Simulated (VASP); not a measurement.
# PbS (R3m) in VASP: notebook, part 2 of 2

VASP 6.6.1. The steps go on from the part before.

**5. Single point, r2SCAN**

This run uses another cell than the first one, of 26.66 Å³/atom, 1.204 times its volume.

The input, POSCAR:

```
PbS
1.0
    2.1119725129      1.2193478988      3.4508715040
   -2.1119725129      1.2193478988      3.4508715040
    0.0000000000     -2.4386957977      3.4508715040
Pb S
1 1
Direct
    0.9781509158      0.9781509158      0.9781509158
    0.4774504142      0.4774504142      0.4774504142
```

The input, INCAR.step1:

```
SYSTEM = PbS
PREC     = Accurate       ! precision mode
ENCUT    = 520            ! plane-wave cutoff, eV
ISMEAR   = 0              ! smearing method
SIGMA    = 0.05           ! smearing width, eV
LREAL    = .FALSE.        ! projectors in reciprocal space
LASPH    = .TRUE.         ! aspherical terms in the spheres
NELM     = 60             ! most SCF steps
NBANDS   = 17             ! bands
GGA      = PE             ! functional
ALGO     = Normal         ! electronic algorithm
EDIFF    = 1E-4           ! SCF threshold, eV
LWAVE    = .TRUE.         ! write WAVECAR
LCHARG   = .FALSE.        ! write CHGCAR
```

The input, INCAR.step2:

```
SYSTEM = PbS
PREC     = Accurate       ! precision mode
ENCUT    = 520            ! plane-wave cutoff, eV
EDIFF    = 1E-6           ! SCF threshold, eV
ISMEAR   = 0              ! smearing method
SIGMA    = 0.05           ! smearing width, eV
LREAL    = .FALSE.        ! projectors in reciprocal space
LASPH    = .TRUE.         ! aspherical terms in the spheres
NELM     = 60             ! most SCF steps
ALGO     = Normal         ! electronic algorithm
ISIF     = 2              ! what is computed and relaxed
LWAVE    = .FALSE.        ! write WAVECAR
LCHARG   = .FALSE.        ! write CHGCAR
METAGGA  = R2SCAN         ! meta-GGA
LMIXTAU  = .TRUE.       
NBANDS   = 17             ! bands
ISTART   = 1
```

The input, KPOINTS:

```
Automatic mesh
0
G
  9 9 9
  0 0 0
```

On the command line:

```bash
> cat potpaw_PBE.64/Pb_d/POTCAR potpaw_PBE.64/S/POTCAR > POTCAR
> cp INCAR.step1 INCAR
> mpirun -np 1 vasp_std > vasp.out
> cp INCAR.step2 INCAR
> mpirun -np 1 vasp_std > vasp.out
```

Run time: 87 s. Hardware: 1 thread of Intel Xeon 6975P-C (Granite Rapids), shared host; peak memory 0.23 GiB.

Results (log left out):

```yaml
Free_energy: -65.6121 eV
Pressure: 0.0 GPa
```

Levels at points of the mesh, in eV from the Fermi level:
| k point | band 6 | band 7 | band 8 | band 9 | band 10 | band 11 | band 12 | band 13 | band 14 | band 15 |
| --- | --- | --- | --- | --- | --- | --- | --- | --- | --- | --- |
| (0.00, 0.00, 0.00) | -14.15 | -6.29 | -2.36 | -2.36 | -2.36 | 5.35 | 5.35 | 5.35 | 7.05 | 7.05 |

Caveat: this odd mesh misses L, where the gap lies, so gap, dielectric constants and Born charges aren't listed; the PAW data sets were made with another functional, which shifts forces and pressure a little; spin-orbit coupling is left out, which moves the levels of the heavy elements.

**6. Single point, r2SCAN**

This run uses another cell than the first one, of 27.73 Å³/atom, 1.253 times its volume.

The input, POSCAR:

```
PbS
1.0
    2.1119725129      1.2193478988      3.5889000000
   -2.1119725129      1.2193478988      3.5889000000
    0.0000000000     -2.4386957977      3.5889000000
Pb S
1 1
Direct
    0.9781509158      0.9781509158      0.9781509158
    0.4774504142      0.4774504142      0.4774504142
```

The input, INCAR.step1:

```
PREC     = Accurate       # precision mode
ENCUT    = 520            # plane-wave cutoff, eV
ISMEAR   = 0              # smearing method
SIGMA    = 0.05           # smearing width, eV
LREAL    = F              # projectors in reciprocal space
LASPH    = T              # aspherical terms in the spheres
NELM     = 60             # most SCF steps
NBANDS   = 17             # bands
GGA      = PE             # functional
ALGO     = Normal         # electronic algorithm
EDIFF    = 1E-4           # SCF threshold, eV
LWAVE    = T              # write WAVECAR
LCHARG   = F              # write CHGCAR
```

The input, INCAR.step2:

```
PREC     = Accurate       # precision mode
ENCUT    = 520            # plane-wave cutoff, eV
EDIFF    = 1E-6           # SCF threshold, eV
ISMEAR   = 0              # smearing method
SIGMA    = 0.05           # smearing width, eV
LREAL    = F              # projectors in reciprocal space
LASPH    = T              # aspherical terms in the spheres
NELM     = 60             # most SCF steps
ALGO     = Normal         # electronic algorithm
ISIF     = 2              # what is computed and relaxed
LWAVE    = F              # write WAVECAR
LCHARG   = F              # write CHGCAR
METAGGA  = R2SCAN         # meta-GGA
LMIXTAU  = T            
NBANDS   = 17             # bands
ISTART   = 1
```

The input, KPOINTS:

```
Automatic mesh
0
Gamma
  9 9 9
```

Potentials or basis: VASP PAW PBE potentials, release 64 (Pb_d, S).

On the command line:

```bash
> cat potpaw_PBE.64/Pb_d/POTCAR potpaw_PBE.64/S/POTCAR > POTCAR
> cp INCAR.step1 INCAR
> mpirun -np 1 vasp_std > vasp.out
> cp INCAR.step2 INCAR
> mpirun -np 1 vasp_std > vasp.out
```

Run time: 87 s. Hardware: 1 thread of Intel Xeon 6975P-C (Granite Rapids), shared host; peak memory 0.23 GiB.

Results (log left out):

```yaml
Free_energy: -65.5902 eV
Pressure: -2.2 GPa
Largest_force: 0.004 eV/Å
```

Forces on the atoms (eV/Å):
```
Pb   0.000  0.000  0.004
S    0.000  0.000 -0.004
```

Stress tensor (GPa, compression positive):
```
-1.56  0.00  0.00
 0.00 -1.56  0.00
 0.00  0.00 -3.33
```

Levels at points of the mesh, in eV from the Fermi level:
| k point | band 7 | band 8 | band 9 | band 10 | band 11 | band 12 | band 13 | band 14 |
| --- | --- | --- | --- | --- | --- | --- | --- | --- |
| (0.00, 0.00, 0.00) | -6.44 | -2.42 | -2.12 | -2.12 | 5.15 | 5.15 | 5.20 | 6.77 |

Caveat: this odd mesh misses L, where the gap lies, so gap, dielectric constants and Born charges aren't listed; the PAW data sets were made with another functional, which shifts forces and pressure a little; spin-orbit coupling is left out, which moves the levels of the heavy elements.

**7. Summary**

| cell | pressure (GPa) | largest force (eV/Å) |
| --- | --- | --- |
| a = 4.015 Å, angles 58.6°, 2 atoms | 15.8 | 0.02 |
| a = 3.935 Å, angles 61.5°, 2 atoms | 14.9 | 0.02 |
| a = 4.047 Å, angles 59.7°, 2 atoms | 10.5 | 0.01 |
| a = 4.226 Å, angles 60.0°, 2 atoms | 0.0 | - |
| a = 4.339 Å, angles 58.3°, 2 atoms | -2.2 | - |

Alike in all rows: task single point; level r2SCAN; potentials or basis VASP PAW PBE potentials, release 64 (Pb_d, S); no spin polarisation; k mesh 9 × 9 × 9; cutoff (eV) 520; smearing gaussian 0.05 eV.

Caveats: the PAW data sets were made with another functional, which shifts forces and pressure a little; spin-orbit coupling is left out, which moves the levels of the heavy elements.

Absolute energies hang on the potentials; compare differences alone.
